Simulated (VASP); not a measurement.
# GaSb (zincblende type) (F-43m) in VASP: notebook

The runs below take GaSb (zincblende type) through single point, relaxation of cell and atoms, with PBE.

Program: VASP 6.6.1. These are calculated values, not measurements. Logs are shortened: lines on timing, memory, paths and dates and some standing lists are left out, and cuts for length are marked.

## (1) The cell of the first run

Symmetry: F-43m, No. 216, cubic system. Conventional cell: a = 6.338 Å, b = 6.338 Å, c = 6.338 Å, α = 90.00°, β = 90.00°, γ = 90.00°. Within 3.6 Å of Ga (site symmetry -43m) lie 4 Sb at 2.74 Å. Sb (site symmetry -43m) has 4 Ga at 2.74 Å within 3.6 Å.

## (2) Single point, PBE (volume scaled by 1.06)

INCAR

```
  PREC = Accurate
  ENCUT = 520
  EDIFF = 1E-7
  ISMEAR = -1
  SIGMA = 0.08
  LREAL = F
  LASPH = T
  NELM = 100
  ALGO = Normal
  ISIF = 2
  LWAVE = F
  LCHARG = F
  GGA = PE
  NBANDS = 16
```

KPOINTS

```
Automatic mesh
0
Gamma
  9 9 9
```

POSCAR

```
GaSb
1.0
    0.0000000000      3.1690161454      3.1690161454
    3.1690161454      0.0000000000      3.1690161454
    3.1690161454      3.1690161454      0.0000000000
Ga Sb
1 1
Direct
    0.0000000000      0.0000000000      0.0000000000
    0.2500000000      0.2500000000      0.2500000000
```

Potentials or basis: VASP PAW PBE potentials, release 64 (Ga_d, Sb).

Launch:

```
$ cat potpaw_PBE.64/Ga_d/POTCAR potpaw_PBE.64/Sb/POTCAR > POTCAR
$ mpirun -np 1 vasp_std > vasp.out
```

OUTCAR:

```text
PREC = Accurate
   ENCUT = 520
   EDIFF = 1E-7
   ISMEAR = -1
   LREAL = F
   LASPH = T
   NELM = 100
   ISIF = 2
   GGA = PE

 ion  position               nearest neighbor table
   1  0.000  0.000  0.000-   2 2.74   2 2.74   2 2.74   2 2.74
   2  0.250  0.250  0.250-   1 2.74   1 2.74   1 2.74   1 2.74

  LATTYP: Found a face centered cubic cell.
 ALAT       =     6.3380322908

  Lattice vectors:

 A1 = (   0.0000000000,   3.1690161454,   3.1690161454)
 A2 = (   3.1690161454,   0.0000000000,   3.1690161454)
 A3 = (   3.1690161454,   3.1690161454,   0.0000000000)

Analysis of symmetry for initial positions (statically):
=====================================================================
 Subroutine PRICEL returns:
 Original cell was already a primitive cell.

 Routine SETGRP: Setting up the symmetry group for a
 face centered cubic supercell.

 Subroutine GETGRP returns: Found 24 space group operations
 (whereof 24 operations were pure point group operations)
 out of a pool of 48 trial point group operations.

The static configuration has the point symmetry T_d .

Analysis of symmetry for dynamics (positions and initial velocities):
=====================================================================
 Subroutine PRICEL returns:
 Original cell was already a primitive cell.

 Routine SETGRP: Setting up the symmetry group for a
 face centered cubic supercell.

 Subroutine GETGRP returns: Found 24 space group operations
 (whereof 24 operations were pure point group operations)
 out of a pool of 48 trial point group operations.

The dynamic configuration has the point symmetry T_d .

 Subroutine INISYM returns: Found 24 space group operations
 (whereof 24 operations are pure point group operations),
 and found     1 'primitive' translations

----------------------------------------------------------------------------------------

                                     Primitive cell

  volume of cell :      63.6507

  direct lattice vectors                    reciprocal lattice vectors
     0.000000000  3.169016145  3.169016145    -0.157777675  0.157777675  0.157777675
     3.169016145  0.000000000  3.169016145     0.157777675 -0.157777675  0.157777675
     3.169016145  3.169016145  0.000000000     0.157777675  0.157777675 -0.157777675

  length of vectors
     4.481665612  4.481665612  4.481665612     0.273278950  0.273278950  0.273278950

  position of ions in fractional coordinates (direct lattice)
     0.000000000  0.000000000  0.000000000
     0.250000000  0.250000000  0.250000000

  ion indices of the primitive-cell ions
   primitive index   ion index
                 1           1
                 2           2

----------------------------------------------------------------------------------------

 KPOINTS: Automatic mesh

Automatic generation of k-mesh.
 Grid dimensions read from file:
 generate k-points for:    9    9    9

 Generating k-lattice:

  Cartesian coordinates                     Fractional coordinates (reciprocal lattice)
    -0.017530853  0.017530853  0.017530853     0.111111111  0.000000000  0.000000000
     0.017530853 -0.017530853  0.017530853     0.000000000  0.111111111  0.000000000
     0.017530853  0.017530853 -0.017530853     0.000000000  0.000000000  0.111111111

  Length of vectors
     0.030364328  0.030364328  0.030364328

  Shift w.r.t. Gamma in fractional coordinates (k-lattice)
     0.000000000  0.000000000  0.000000000

 Subroutine IBZKPT returns following result:
 ===========================================

 Found     35 irreducible k-points:

 Following reciprocal coordinates:
            Coordinates               Weight
  0.000000  0.000000  0.000000      1.000000
  0.111111  0.000000  0.000000      8.000000
  0.222222  0.000000  0.000000      8.000000
  0.333333  0.000000  0.000000      8.000000
  0.444444  0.000000  0.000000      8.000000
  0.111111  0.111111  0.000000      6.000000
[... 16 lines left out ...]
 -0.333333  0.333333  0.000000     12.000000
  0.444444  0.444444  0.000000      6.000000
 [... further k-points ...]
   k-points           NKPTS =     35   k-points in BZ     NKDIM =     35   number of bands    NBANDS=     16
   number of dos      NEDOS =    301   number of ions     NIONS =      2
   total plane-waves  NPLWV =  46656
   dimension x,y,z NGX =    36 NGY =   36 NGZ =   36
   dimension x,y,z NGXF=    72 NGYF=   72 NGZF=   72
   ions per type =               1   1
   NGX,Y,Z   is equivalent  to a cutoff of  13.35, 13.35, 13.35 a.u.
   NGXF,Y,Z  is equivalent  to a cutoff of  26.71, 26.71, 26.71 a.u.
 SYSTEM =  unknown system
   PREC   = accura    normal or accurate (medium, high low for compatibility)
   ISTART =      0    job   : 0-new  1-cont  2-samecut
   ICHARG =      2    charge: 1-file 2-atom 10-const
   ISPIN  =      1    spin polarized calculation?
   LNONCOLLINEAR =      F non collinear calculations
   LSORBIT =      F    spin-orbit coupling
   LASPH  =      T    aspherical Exc in radial PAW
   ENCUT  =  520.0 eV  38.22 Ry    6.18 a.u.   8.33  8.33  8.33*2*pi/ulx,y,z
   NELM   =    100;   NELMIN=  2; NELMDL= -5     # of ELM steps
   EDIFF  = 0.1E-06   stopping-criterion for ELM
   LREAL  =      F    real-space projection
   EDIFFG = 0.1E-05   stopping-criterion for IOM
   NSW    =      0    number of steps for IOM
   IBRION =     -1    ionic relax: 0-MD 1-quasi-New 2-CG
   NFREE  =      0    steps in history (QN), initial steepest desc. (CG)
   ISIF   =      2    stress and relaxation
   ISYM   =      2    0-nonsym 1-usesym 2-fastsym
   POTIM  = 0.5000    time-step for ionic-motion
   TEBEG  =    0.0;   TEEND  =   0.0 temperature during run
   PSTRESS=    0.0 pullay stress
   NELECT =      18.0000    total number of electrons
   NUPDOWN=      -1.0000    fix difference up-down
   EMIN   =  10.00;   EMAX   =-10.00  energy-range for DOS
   EFERMI =   0.00;   METHOD = LEGACY
   ISMEAR =    -1;   SIGMA  =   0.08  broadening in eV -4-tet -1-fermi 0-gaus
   EFERMI_NEDOS =   21; number of points for ismear=-14 and -15
   IALGO  =     38    algorithm
   IMIX   =      4    mixing-type and parameters
     AMIX     =   0.40;   BMIX     =  1.00
     AMIX_MAG =   1.60;   BMIX_MAG =  1.00
  volume/ion in A,a.u.               =      31.83       214.77
  Fermi-wavevector in a.u.,A,eV,Ry     =   1.074561  2.030627 15.710404  1.154682
  Thomas-Fermi vector in A             =   2.210393
   LORBIT       =      0    0 simple, 1 ext, 2 COOP (PROOUT), +10 PAW based schemes
   GGA     = PE    functional components
   LHFCALC =     F    Hartree Fock is set to
   AEXX    =    0.0000 exact exchange contribution
   IVDW    =     0    specifies the selected vdW correction
   LEPSILON=     F    determine dielectric tensor
   LRPA    =     F    only Hartree local field effects (RPA)
 non-spin polarized calculation
  energy-cutoff  :      520.00
  volume of cell :       63.65
 maximum number of plane-waves:      1739
 NGX is ok and might be reduce to    36
   NGX = 17   NGY = 17   NGZ = 17

 number of electron      18.0000009 magnetization

 Free energy of the ion-electron system (eV)
  ---------------------------------------------------
  ext. energy  EPLUGINS =         0.00000000
  ---------------------------------------------------
  free energy    TOTEN  =        -7.34430570 eV

  energy without entropy =       -7.34187894  energy(sigma->0) =       -7.34309232

 E-fermi :   3.9128     XC(G=0):  -8.6340

 val. band max:        3.8473980779   @ k =   0.0000   0.0000   0.0000
 cond. band min:       4.0689878775   @ k =   0.4444   0.0000   0.0000
 fundamental gap:      0.2215897996
 Fermi energy:         3.9127640752

 k-point     1 :       0.0000    0.0000    0.0000
  band No.  band energies     occupation
      1     -11.0110      2.00000
      2     -11.0110      2.00000
      3     -11.0110      2.00000
      4     -10.9756      2.00000
      5     -10.9756      2.00000
      6      -6.9421      2.00000
[... 8 lines left out ...]
     15      12.2374      0.00000
     16      12.2374      0.00000

 k-point     2 :       0.1111    0.0000    0.0000
  band No.  band energies     occupation
      1     -11.0130      2.00000
      2     -11.0100      2.00000
      3     -11.0100      2.00000
      4     -10.9756      2.00000
      5     -10.9756      2.00000
      6      -6.8316      2.00000
[... 8 lines left out ...]
     15      11.6301      0.00000
     16      11.6301      0.00000

 k-point     3 :       0.2222    0.0000    0.0000
  band No.  band energies     occupation
      1     -11.0182      2.00000
      2     -11.0077      2.00000
      3     -11.0077      2.00000
      4     -10.9757      2.00000
      5     -10.9757      2.00000
      6      -6.5149      2.00000
[... 8 lines left out ...]
     15      11.2989      0.00000
     16      11.2989      0.00000

 k-point     4 :       0.3333    0.0000    0.0000
  band No.  band energies     occupation
      1     -11.0241      2.00000
      2     -11.0053      2.00000
      3     -11.0053      2.00000
      4     -10.9756      2.00000
      5     -10.9756      2.00000
      6      -6.0551      2.00000
[... 8 lines left out ...]
     15      11.7887      0.00000
     16      11.7887      0.00000
[... 324 lines left out ...]
 k-point    22 :      -0.4444    0.3333    0.0000
  band No.  band energies     occupation
      1     -11.0367      2.00000
      2     -10.9980      2.00000
      3     -10.9968      2.00000
      4     -10.9803      2.00000
      5     -10.9739      2.00000
      6      -5.0193      2.00000
[... 8 lines left out ...]
     15      13.0021      0.00000
     16      14.6356      0.00000

 k-point    23 :      -0.3333    0.3333    0.0000
  band No.  band energies     occupation
      1     -11.0342      2.00000
      2     -10.9997      2.00000
      3     -10.9984      2.00000
      4     -10.9784      2.00000
      5     -10.9751      2.00000
      6      -5.0942      2.00000
[... 8 lines left out ...]
     15      11.7973      0.00000
     16      15.2313      0.00000

 k-point    24 :       0.4444    0.4444    0.0000
  band No.  band energies     occupation
      1     -11.0400      2.00000
      2     -10.9950      2.00000
      3     -10.9950      2.00000
      4     -10.9826      2.00000
      5     -10.9725      2.00000
      6      -5.0296      2.00000
[... 8 lines left out ...]
     15      14.2589      0.00000
     16      14.6337      0.00000

 [... further k-points ...]

------------------------ aborting loop because EDIFF is reached ----------------------------------------

  FORCE on cell =-STRESS in cart. coord.  units (eV):
  Direction    XX          YY          ZZ          XY          YZ          ZX
  --------------------------------------------------------------------------------------
  -------------------------------------------------------------------------------------
  Total       -0.8866105     -0.8866105     -0.8866105     -0.0000000      0.0000000     -0.0000000
  in kB      -22.3172195    -22.3172195    -22.3172195     -0.0000000      0.0000000     -0.0000000
  external PRESSURE =     -22.3172195 kB  Pullay stress =       0.0000000 kB

 VOLUME and BASIS-vectors are now :
 -----------------------------------------------------------------------------
  energy-cutoff  :      520.00
  volume of cell :       63.65
      direct lattice vectors                 reciprocal lattice vectors
     0.000000000  3.169016145  3.169016145    -0.157777675  0.157777675  0.157777675
     3.169016145  0.000000000  3.169016145     0.157777675 -0.157777675  0.157777675
     3.169016145  3.169016145  0.000000000     0.157777675  0.157777675 -0.157777675

 POSITION                                       TOTAL-FORCE (eV/Angst)
 -----------------------------------------------------------------------------------
      0.00000      0.00000      0.00000        -0.000000     -0.000000     -0.000000
      1.58451      1.58451      1.58451         0.000000      0.000000      0.000000
 -----------------------------------------------------------------------------------
    total drift:                                0.000001      0.000001      0.000001

  FREE ENERGIE OF THE ION-ELECTRON SYSTEM (eV)
  ---------------------------------------------------
  free  energy   TOTEN  =        -7.3443057040 eV

  energy  without entropy=       -7.3418789412  energy(sigma->0) =       -7.34309232
```

Wall time 37 s (1 thread of Intel Xeon 6975P-C, shared host); peak memory 0.22 GiB.

What came out:

```yaml
Free_energy: -7.3443 eV
Pressure: -2.2 GPa
Band_gap_on_the_k_mesh: zero (filled and empty bands touch)
```

Caveat: the cell differs from its parent crystal (volume scaled by 1.06); spin-orbit coupling is left out, which moves the levels of the heavy elements.

## (3) Relaxation of cell and atoms, PBE

This run uses another cell than the first one, of 31.04 Å³/atom, 0.975 times its volume.

INCAR

```
ALGO = Normal ; EDIFF = 1E-6
EDIFFG = -0.005 ; ENCUT = 600
GGA = PE ; IBRION = 2
ISIF = 3 ; ISMEAR = -1
LASPH = True ; LCHARG = False
LREAL = False ; LWAVE = False
NELM = 100 ; NSW = 100
PREC = Accurate ; SIGMA = 0.08
```

KPOINTS

```
k-points
0
Gamma
  9 9 9
```

POSCAR

```
GaSb
1.0
    0.0000000000      3.1426434160      3.1426434160
    3.1426434160      0.0000000000      3.1426434160
    3.1426434160      3.1426434160      0.0000000000
Ga Sb
1 1
Direct
    0.0000000000      0.0000000000      0.0000000000
    0.2500000000      0.2500000000      0.2500000000
```

Potentials or basis: VASP PAW PBE potentials, release 64 (Ga_d, Sb).

Launch:

```
$ cat potpaw_PBE.64/Ga_d/POTCAR potpaw_PBE.64/Sb/POTCAR > POTCAR
$ mpirun -np 1 vasp_std > vasp.out
```

OUTCAR:

```text
EDIFF = 1E-6
   EDIFFG = -0.005
   ENCUT = 600
   GGA = PE
   IBRION = 2
   ISIF = 3
   ISMEAR = -1
   LASPH = True
   LREAL = False
   NELM = 100
   NSW = 100
   PREC = Accurate

 ion  position               nearest neighbor table
   1  0.000  0.000  0.000-   2 2.72   2 2.72   2 2.72   2 2.72
   2  0.250  0.250  0.250-   1 2.72   1 2.72   1 2.72   1 2.72

  LATTYP: Found a face centered cubic cell.
 ALAT       =     6.2852868320

  Lattice vectors:

 A1 = (   0.0000000000,   3.1426434160,   3.1426434160)
 A2 = (   3.1426434160,   0.0000000000,   3.1426434160)
 A3 = (   3.1426434160,   3.1426434160,   0.0000000000)

Analysis of symmetry for initial positions (statically):
=====================================================================
 Subroutine PRICEL returns:
 Original cell was already a primitive cell.

 Routine SETGRP: Setting up the symmetry group for a
 face centered cubic supercell.

 Subroutine GETGRP returns: Found 24 space group operations
 (whereof 24 operations were pure point group operations)
 out of a pool of 48 trial point group operations.

The static configuration has the point symmetry T_d .

Analysis of symmetry for dynamics (positions and initial velocities):
=====================================================================
 Subroutine PRICEL returns:
 Original cell was already a primitive cell.

 Routine SETGRP: Setting up the symmetry group for a
 face centered cubic supercell.
[... 265 lines left out ...]
  ext. energy  EPLUGINS =         0.00000000
  ---------------------------------------------------
  free energy    TOTEN  =        -7.37057315 eV

  energy without entropy =       -7.36902625  energy(sigma->0) =       -7.36979970

 E-fermi :   4.4847     XC(G=0):  -8.8813

 val. band max:        4.3926933331   @ k =   0.0000   0.0000   0.0000
 cond. band min:       4.7217610532   @ k =   0.4444   0.0000   0.0000
 fundamental gap:      0.3290677201
 Fermi energy:         4.4846598545

 k-point     1 :       0.0000    0.0000    0.0000
  band No.  band energies     occupation
      1     -10.5539      2.00000
      2     -10.5539      2.00000
      3     -10.5539      2.00000
      4     -10.5111      2.00000
      5     -10.5111      2.00000
      6      -6.7608      2.00000
      7       4.0949      1.98481
      8       4.3927      1.51887
      9       4.3927      1.51887
     10       4.3927      1.51887
     11       7.1807      0.00000
     12       7.1807      0.00000
     13       7.1807      0.00000
[... 354 lines left out ...]
  band No.  band energies     occupation
      1     -10.5903      2.00000
      2     -10.5339      2.00000
      3     -10.5339      2.00000
      4     -10.5204      2.00000
      5     -10.5076      2.00000
      6      -4.6545      2.00000
      7      -1.9938      2.00000
      8       2.0262      2.00000
      9       2.0262      2.00000
     10       5.3233      0.00006
     11       5.8562      0.00000
     12      12.4509      0.00000
     13      12.4509      0.00000

 [... further k-points ...]

------------------------ aborting loop because EDIFF is reached ----------------------------------------

  FORCE on cell =-STRESS in cart. coord.  units (eV):
  Direction    XX          YY          ZZ          XY          YZ          ZX
  --------------------------------------------------------------------------------------
  -------------------------------------------------------------------------------------
  Total       -0.0072709     -0.0072709     -0.0072709      0.0000000      0.0000000     -0.0000000
  in kB       -0.1939666     -0.1939666     -0.1939666      0.0000000      0.0000000     -0.0000000
  external PRESSURE =      -0.1939666 kB  Pullay stress =       0.0000000 kB
[... 17 lines left out ...]
  FREE ENERGIE OF THE ION-ELECTRON SYSTEM (eV)
  ---------------------------------------------------
  free  energy   TOTEN  =        -7.3705731517 eV

  energy  without entropy=       -7.3690262483  energy(sigma->0) =       -7.36979970

 reached required accuracy - stopping structural energy minimisation
```

CONTCAR:

```text
GaSb
   1.00000000000000
     0.0000000000000000    3.1082358937236383    3.1082358937236383
     3.1082358937236383   -0.0000000000000000    3.1082358937236383
     3.1082358937236383    3.1082358937236383    0.0000000000000000
  Ga              Sb
     1     1
Direct
     0.0000000000000000    0.0000000000000000    0.0000000000000000
     0.2500000000000000    0.2500000000000000    0.2500000000000000

  0.00000000E+00  0.00000000E+00  0.00000000E+00
  0.00000000E+00  0.00000000E+00  0.00000000E+00
```

Run time: 91 s. Hardware: 1 thread of Intel Xeon 6975P-C, shared host; peak memory 0.23 GiB.

What came out:

```
Free energy                            : -7.3706 eV
Relaxed volume                         : 30.03 Å³/atom
Relaxed cell                           : a = 4.396 Å, b = 4.396 Å, c = 4.396 Å, α = 60.00°, β = 60.00°, γ = 60.00°
Space group after relaxing (to 0.05 Å) : F-43m (No. 216)
Energy gained by relaxing              : 4.4 meV/atom
Ionic steps                            : 4
Pressure after relaxing                : 0.0 GPa
Band gap on the k mesh                 : zero (filled and empty bands touch)
```

Step by step:
| step | energy change (eV) | largest force (eV/Å) | pressure (GPa) | volume (Å³) |
| --- | --- | --- | --- | --- |
| 1 | 0.0000 | 0.0000 | -1.35 | 62.07 |
| 2 | -0.0085 | 0.0000 | 0.17 | 59.76 |
| 3 | -0.0087 | 0.0000 | 0.03 | 60.02 |
| 4 | -0.0088 | 0.0000 | -0.02 | 60.06 |

Final structure:
```
CELL_PARAMETERS angstrom
0.00000 3.10824 3.10824
3.10824 0.00000 3.10824
3.10824 3.10824 0.00000
ATOMIC_POSITIONS crystal
Ga 0.00000 0.00000 0.00000
Sb 0.25000 0.25000 0.25000
```

Caveat: spin-orbit coupling is left out, which moves the levels of the heavy elements.
